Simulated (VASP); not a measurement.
Here is a VASP 6.6.1 calculation.

INCAR

```
SYSTEM = CdO
PREC = Accurate ; ENCUT = 600
EDIFF = 1E-6 ; ISMEAR = 0
SIGMA = 0.1 ; LREAL = .FALSE.
LASPH = .TRUE. ; NELM = 120
ALGO = Normal ; ISIF = 2
LWAVE = .FALSE. ; LCHARG = .FALSE.
GGA = PE ; NBANDS = 16
GGA_COMPAT = .FALSE.
```

The input KPOINTS:

```
regular mesh
0
G
  16 16 16
  0 0 0
```

POSCAR

```
CdO
1.0
    0.0000000000      2.1606802922      2.1606802922
    2.1606802922      0.0000000000      2.1606802922
    2.1606802922      2.1606802922      0.0000000000
Cd O
1 1
Direct
    0.0000000000      0.0000000000      0.0000000000
    0.5000000000      0.5000000000      0.5000000000
```

Potentials or basis: VASP PAW PBE potentials, release 64 (Cd, O).

The run is started by

```sh
$ cat potpaw_PBE.64/Cd/POTCAR potpaw_PBE.64/O/POTCAR > POTCAR
$ mpirun -np 1 vasp_std > vasp.out
```

Problem. What does it give for the pressure?

Solution. 79.7 GPa.

Caveat: the cell stands under pressure.
